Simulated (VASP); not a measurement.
# Hg (Fm-3m) in VASP: relaxation of cell and atoms with RPBE

Aim: the relaxation of cell and atoms of Hg with RPBE.

All numbers are computed with VASP 6.6.1; they aren't measurements. Logs are shortened: lines on timing, memory, paths and dates and some standing lists are left out, and cuts for length are marked.

### Step 1. The cell of the first run

Symmetry: Fm-3m, No. 225, cubic system. Conventional cell: a = 4.519 Å, b = 4.519 Å, c = 4.519 Å, α = 90.00°, β = 90.00°, γ = 90.00°. Within 4.2 Å of Hg (site symmetry m-3m) lie 12 Hg at 3.20 Å.

### Step 2. Relaxation of cell and atoms, RPBE

File INCAR:

```
SYSTEM = Hg
PREC = Accurate
ENCUT = 550
EDIFF = 1E-7
ISMEAR = -1
SIGMA = 0.1
LREAL = .False.
LASPH = .True.
NELM = 120
ALGO = Normal
ISIF = 3
LWAVE = .False.
LCHARG = .False.
GGA = RP
IBRION = 2
NSW = 80
EDIFFG = -0.01
GGA_COMPAT = .False.
NELMIN = 4
```

File KPOINTS:

```
regular mesh
0
Gamma
  12 12 12
  0 0 0
```

File POSCAR:

```
Hg
1.0
    0.0000000000      2.2595506664      2.2595506664
    2.2595506664      0.0000000000      2.2595506664
    2.2595506664      2.2595506664      0.0000000000
Hg
1
Direct
    0.0000000000      0.0000000000      0.0000000000
```

Potentials or basis: VASP PAW PBE potentials, release 64 (Hg_sv_GW).

Command:

```bash
cat potpaw_PBE.64/Hg_sv_GW/POTCAR > POTCAR
mpirun -np 1 vasp_std > vasp.out
```

OUTCAR:

```text
SYSTEM = Hg
   PREC = Accurate
   ENCUT = 550
   EDIFF = 1E-7
   ISMEAR = -1
   LREAL = .False.
   LASPH = .True.
   NELM = 120
   ISIF = 3
   GGA = RP
   IBRION = 2
   NSW = 80
   EDIFFG = -0.01
   NELMIN = 4

 ion  position               nearest neighbor table
   1  0.000  0.000  0.000-

  LATTYP: Found a face centered cubic cell.
 ALAT       =     4.5191013328

  Lattice vectors:

 A1 = (   0.0000000000,   2.2595506664,   2.2595506664)
 A2 = (   2.2595506664,   0.0000000000,   2.2595506664)
 A3 = (   2.2595506664,   2.2595506664,   0.0000000000)

Analysis of symmetry for initial positions (statically):
=====================================================================
 Subroutine PRICEL returns:
 Original cell was already a primitive cell.

 Routine SETGRP: Setting up the symmetry group for a
 face centered cubic supercell.

 Subroutine GETGRP returns: Found 48 space group operations
 (whereof 48 operations were pure point group operations)
 out of a pool of 48 trial point group operations.

The static configuration has the point symmetry O_h .

Analysis of symmetry for dynamics (positions and initial velocities):
=====================================================================
 Subroutine PRICEL returns:
 Original cell was already a primitive cell.

 Routine SETGRP: Setting up the symmetry group for a
 face centered cubic supercell.

 Subroutine GETGRP returns: Found 48 space group operations
 (whereof 48 operations were pure point group operations)
 out of a pool of 48 trial point group operations.

The dynamic configuration has the point symmetry O_h .

 Subroutine INISYM returns: Found 48 space group operations
 (whereof 48 operations are pure point group operations),
 and found     1 'primitive' translations

----------------------------------------------------------------------------------------

                                     Primitive cell

  volume of cell :      23.0726

  direct lattice vectors                    reciprocal lattice vectors
     0.000000000  2.259550666  2.259550666    -0.221282934  0.221282934  0.221282934
     2.259550666  0.000000000  2.259550666     0.221282934 -0.221282934  0.221282934
     2.259550666  2.259550666  0.000000000     0.221282934  0.221282934 -0.221282934

  length of vectors
     3.195487197  3.195487197  3.195487197     0.383273284  0.383273284  0.383273284

  position of ions in fractional coordinates (direct lattice)
     0.000000000  0.000000000  0.000000000

  ion indices of the primitive-cell ions
   primitive index   ion index
                 1           1

----------------------------------------------------------------------------------------

 KPOINTS: regular mesh

Automatic generation of k-mesh.
 Grid dimensions read from file:
 generate k-points for:   12   12   12

 Generating k-lattice:

  Cartesian coordinates                     Fractional coordinates (reciprocal lattice)
    -0.018440244  0.018440244  0.018440244     0.083333333  0.000000000  0.000000000
     0.018440244 -0.018440244  0.018440244     0.000000000  0.083333333  0.000000000
     0.018440244  0.018440244 -0.018440244     0.000000000  0.000000000  0.083333333

  Length of vectors
     0.031939440  0.031939440  0.031939440

  Shift w.r.t. Gamma in fractional coordinates (k-lattice)
     0.000000000  0.000000000  0.000000000

 Subroutine IBZKPT returns following result:
 ===========================================

 Found     72 irreducible k-points:

 Following reciprocal coordinates:
            Coordinates               Weight
  0.000000  0.000000  0.000000      1.000000
  0.083333  0.000000  0.000000      8.000000
  0.166667  0.000000  0.000000      8.000000
  0.250000  0.000000  0.000000      8.000000
  0.333333  0.000000  0.000000      8.000000
  0.416667  0.000000  0.000000      8.000000
[... 16 lines left out ...]
  0.500000  0.166667  0.000000     24.000000
 -0.416667  0.166667  0.000000     24.000000
 [... further k-points ...]
   k-points           NKPTS =     72   k-points in BZ     NKDIM =     72   number of bands    NBANDS=     14
   number of dos      NEDOS =    301   number of ions     NIONS =      1
   total plane-waves  NPLWV =  13824
   dimension x,y,z NGX =    24 NGY =   24 NGZ =   24
   dimension x,y,z NGXF=    48 NGYF=   48 NGZF=   48
   ions per type =               1
   NGX,Y,Z   is equivalent  to a cutoff of  12.49, 12.49, 12.49 a.u.
   NGXF,Y,Z  is equivalent  to a cutoff of  24.97, 24.97, 24.97 a.u.
 SYSTEM =  Hg
   PREC   = accura    normal or accurate (medium, high low for compatibility)
   ISTART =      0    job   : 0-new  1-cont  2-samecut
   ICHARG =      2    charge: 1-file 2-atom 10-const
   ISPIN  =      1    spin polarized calculation?
   LNONCOLLINEAR =      F non collinear calculations
   LSORBIT =      F    spin-orbit coupling
   LASPH  =      T    aspherical Exc in radial PAW
   ENCUT  =  550.0 eV  40.42 Ry    6.36 a.u.   6.11  6.11  6.11*2*pi/ulx,y,z
   NELM   =    120;   NELMIN=  4; NELMDL= -5     # of ELM steps
   EDIFF  = 0.1E-06   stopping-criterion for ELM
   LREAL  =      F    real-space projection
   EDIFFG = -.1E-01   stopping-criterion for IOM
   NSW    =     80    number of steps for IOM
   IBRION =      2    ionic relax: 0-MD 1-quasi-New 2-CG
   NFREE  =      1    steps in history (QN), initial steepest desc. (CG)
   ISIF   =      3    stress and relaxation
   ISYM   =      2    0-nonsym 1-usesym 2-fastsym
   POTIM  = 0.5000    time-step for ionic-motion
   TEBEG  =    0.0;   TEEND  =   0.0 temperature during run
   PSTRESS=    0.0 pullay stress
   NELECT =      20.0000    total number of electrons
   NUPDOWN=      -1.0000    fix difference up-down
   EMIN   =  10.00;   EMAX   =-10.00  energy-range for DOS
   EFERMI =   0.00;   METHOD = LEGACY
   ISMEAR =    -1;   SIGMA  =   0.10  broadening in eV -4-tet -1-fermi 0-gaus
   EFERMI_NEDOS =   21; number of points for ismear=-14 and -15
   IALGO  =     38    algorithm
   IMIX   =      4    mixing-type and parameters
     AMIX     =   0.40;   BMIX     =  1.00
     AMIX_MAG =   1.60;   BMIX_MAG =  1.00
  volume/ion in A,a.u.               =      23.07       155.70
  Fermi-wavevector in a.u.,A,eV,Ry     =   1.560940  2.949748 33.151034  2.436532
  Thomas-Fermi vector in A             =   2.664078
   LORBIT       =      0    0 simple, 1 ext, 2 COOP (PROOUT), +10 PAW based schemes
   GGA     = RP    functional components
   LHFCALC =     F    Hartree Fock is set to
   AEXX    =    0.0000 exact exchange contribution
   IVDW    =     0    specifies the selected vdW correction
   LEPSILON=     F    determine dielectric tensor
   LRPA    =     F    only Hartree local field effects (RPA)
 conjugate gradient relaxation of ions
 non-spin polarized calculation
  energy-cutoff  :      550.00
  volume of cell :       23.07
 maximum number of plane-waves:       692
   NGX = 13   NGY = 13   NGZ = 13

--------------------------------------- Ionic step        1  -------------------------------------------

 number of electron      20.0000005 magnetization

 Free energy of the ion-electron system (eV)
  ---------------------------------------------------
  ext. energy  EPLUGINS =         0.00000000
  ---------------------------------------------------
  free energy    TOTEN  =         0.37204009 eV

  energy without entropy =        0.38161573  energy(sigma->0) =        0.37682791

 E-fermi :   6.4037     XC(G=0): -11.3142

 val. band max:        6.3787473827   @ k =  -0.4167   0.1667   0.0000
 cond. band min:       6.4758613730   @ k =  -0.3333   0.4167   0.0833
 fundamental gap:      0.0971139903
 Fermi energy:         6.4036824296

 k-point     1 :       0.0000    0.0000    0.0000
  band No.  band energies     occupation
      1    -108.5425      2.00000
      2     -56.8960      2.00000
      3     -56.8960      2.00000
      4     -56.8960      2.00000
      5      -2.8060      2.00000
      6      -0.7248      2.00000
      7      -0.7248      2.00000
      8      -0.7248      2.00000
      9      -0.0617      2.00000
     10      -0.0617      2.00000
     11      19.3253      0.00000
     12      21.0721      0.00000
     13      21.0721      0.00000
     14      21.0721      0.00000
[... 935 lines left out ...]
 POSITION                                       TOTAL-FORCE (eV/Angst)
 -----------------------------------------------------------------------------------
      2.52903      2.52903      0.00000         0.000000     -0.000000     -0.000000
 -----------------------------------------------------------------------------------
    total drift:                                0.000000      0.000000     -0.000000

  FREE ENERGIE OF THE ION-ELECTRON SYSTEM (eV)
  ---------------------------------------------------
  free  energy   TOTEN  =         0.2341208167 eV

  energy  without entropy=        0.2361370798  energy(sigma->0) =        0.23512895

--------------------------------------- Ionic step        5  -------------------------------------------

 number of electron      19.9999995 magnetization

 Free energy of the ion-electron system (eV)
  ---------------------------------------------------
  ext. energy  EPLUGINS =         0.00000000
  ---------------------------------------------------
  free energy    TOTEN  =         0.23381598 eV

  energy without entropy =        0.23641262  energy(sigma->0) =        0.23511430

 E-fermi :   3.0252     XC(G=0):  -9.3789

 val. band max:        2.9795629864   @ k =   0.5000   0.0000   0.0000
 cond. band min:       3.3522362924   @ k =   0.5000   0.0833   0.0000
 fundamental gap:      0.3726733060
 Fermi energy:         3.0252074946

 k-point     1 :       0.0000    0.0000    0.0000
  band No.  band energies     occupation
      1    -110.9187      2.00000
      2     -59.2996      2.00000
      3     -59.2996      2.00000
      4     -59.2996      2.00000
      5      -3.5362      2.00000
      6      -2.9329      2.00000
      7      -2.9329      2.00000
      8      -2.9329      2.00000
      9      -2.6048      2.00000
     10      -2.6048      2.00000
     11      15.4255      0.00000
     12      15.4255      0.00000
     13      15.4255      0.00000
     14      15.8929      0.00000
[... 413 lines left out ...]
 POSITION                                       TOTAL-FORCE (eV/Angst)
 -----------------------------------------------------------------------------------
      0.00000      0.00000      0.00000         0.000000      0.000000     -0.000000
 -----------------------------------------------------------------------------------
    total drift:                                0.000000     -0.000000     -0.000000

  FREE ENERGIE OF THE ION-ELECTRON SYSTEM (eV)
  ---------------------------------------------------
  free  energy   TOTEN  =         0.2338159751 eV

  energy  without entropy=        0.2364126155  energy(sigma->0) =        0.23511430

 reached required accuracy - stopping structural energy minimisation
```

It took 56 s on 1 thread of AMD EPYC 9R45 (Zen 5), shared host; peak memory 0.14 GiB.

What came out:

```
Free energy                           : 0.2338 eV
Relaxed volume                        : 31.81 Å³/atom
Relaxed cell                          : a = 3.557 Å, b = 3.557 Å, c = 3.557 Å, α = 60.00°, β = 60.00°, γ = 60.00°
Space group after relaxing (to 0.1 Å) : Fm-3m (No. 225)
Energy gained by relaxing             : 138.2 meV/atom
Ionic steps                           : 5
Pressure after relaxing               : 0.0 GPa
```

The path:
```tsv
step	energy change (eV)	largest force (eV/Å)	pressure (GPa)	volume (Å³)
1	0.0000	0.0000	8.19	23.07
2	-0.1145	0.0000	1.86	27.24
3	-0.1291	0.0000	1.06	28.88
4	-0.1379	0.0000	-0.17	32.35
5	-0.1382	0.0000	-0.02	31.81
```

Final structure:
```
Hg
1.0
     0.00000    2.51484    2.51484
     2.51484    0.00000    2.51484
     2.51484    2.51484    0.00000
Hg
1
Cartesian
  0.0000 0.0000 0.0000
```

Caveat: the volume moved by over 15 % at a fixed basis, so the end points are rough; the PAW data sets were made with another functional, which shifts forces and pressure a little; spin-orbit coupling is left out, which moves the levels of the heavy elements.
